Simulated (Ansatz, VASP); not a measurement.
One calculation of AlN, two programs

File INCAR:

```
SYSTEM = AlN
PREC     = Accurate       ! precision mode
ENCUT    = 520            ! plane-wave cutoff, eV
EDIFF    = 1E-6           ! SCF threshold, eV
ISMEAR   = 0              ! smearing method
SIGMA    = 0.05           ! smearing width, eV
LREAL    = .False.        ! projectors in reciprocal space
LASPH    = .True.         ! aspherical terms in the spheres
NELM     = 100            ! most SCF steps
ALGO     = Normal         ! electronic algorithm
ISIF     = 2              ! what is computed and relaxed
LWAVE    = .False.        ! write WAVECAR
LCHARG   = .False.        ! write CHGCAR
NBANDS   = 26             ! bands
```

The input KPOINTS:

```
regular mesh
0
Gamma
  8 6 4
  0 0 0
```

The input POSCAR:

```
AlN
1.0
   -1.6378403119      2.8368226349      0.0000000000
    0.0000000000      0.0000000000      4.1006264518
    4.9135209358      2.8368226349      0.0000000000
Al N
4 4
Direct
    0.3120852821      0.7500000000      0.1797378840
    1.0000000000      0.7500000000      0.6666666667
    0.0000000000      0.2500000000      0.3333333333
    0.5000000000      0.2500000000      0.8333333333
    0.5000000000      0.2500000000      0.1666666667
    1.0000000000      0.2500000000      0.6666666667
    0.0000000000      0.7500000000      0.3333333333
    0.5000000000      0.7500000000      0.8333333333
```

Input for Ansatz:

```yaml
crystal:
  lattice:
    - [-1.6378403119, 2.8368226349, 0.0]
    - [0.0, 0.0, 4.1006264518]
    - [4.9135209358, 2.8368226349, 0.0]
  atoms:
    - { symbol: Al, position: [0.3120852821, 0.75, 0.179737884] }
    - { symbol: Al, position: [1.0, 0.75, 0.6666666667] }
    - { symbol: Al, position: [0.0, 0.25, 0.3333333333] }
    - { symbol: Al, position: [0.5, 0.25, 0.8333333333] }
    - { symbol: "N", position: [0.5, 0.25, 0.1666666667] }
    - { symbol: "N", position: [1.0, 0.25, 0.6666666667] }
    - { symbol: "N", position: [0.0, 0.75, 0.3333333333] }
    - { symbol: "N", position: [0.5, 0.75, 0.8333333333] }
basis:
  ecutwfc: 420
kpoints:
  mp_grid: { grid: [8, 6, 4] }
hamiltonian:
  xc: lda
  pseudopotentials: { kind: paw, azcp: { folder: soft_1 } }
scf:
  occupations: { method: gaussian, width: 0.05 }
output:
  forces: true
  stress: true
  eigenvalues: true
  write_density: true
  write_potential: true
  elf: true
  volumetric_format: npy
```

Alike in both runs: task single point; functional LDA; k mesh 8 × 6 × 4; occupations gaussian, width 0.05 eV; no spin polarisation.

|  | VASP | Ansatz |
| --- | --- | --- |
| version | VASP 6.6.1 | Ansatz 0.2.0 |
| potentials or method | VASP PAW LDA potentials, release 64 (Al, N), cutoff 520 eV | scalar-relativistic, plane waves, PAW |
| valence electrons in the cell | 32 | 32 |

|  | VASP | Ansatz | Ansatz less VASP |
| --- | --- | --- | --- |
| gap on the k mesh at the Fermi level (eV) | 3.22 | 3.22 | -0.004 |
| least direct gap on the mesh (eV) | 3.22 | 3.22 | -0.004 |
| pressure (GPa) | 25.9 | 25.4 | -0.53 |
| traceless stress, the component that is largest in VASP (GPa) | 44.92 | 44.92 | -0.005 |
| rms of the force components (eV/Å) | 9.067 | 9.091 | +0.0242 |

Ansatz warns that its potentials were made for another functional, while VASP's fit it. LDA's correlation is that of Perdew and Zunger in VASP and of Perdew and Wang (1992) in Ansatz. Atom by atom the forces differ by 0.027 eV/Å (rms over components).
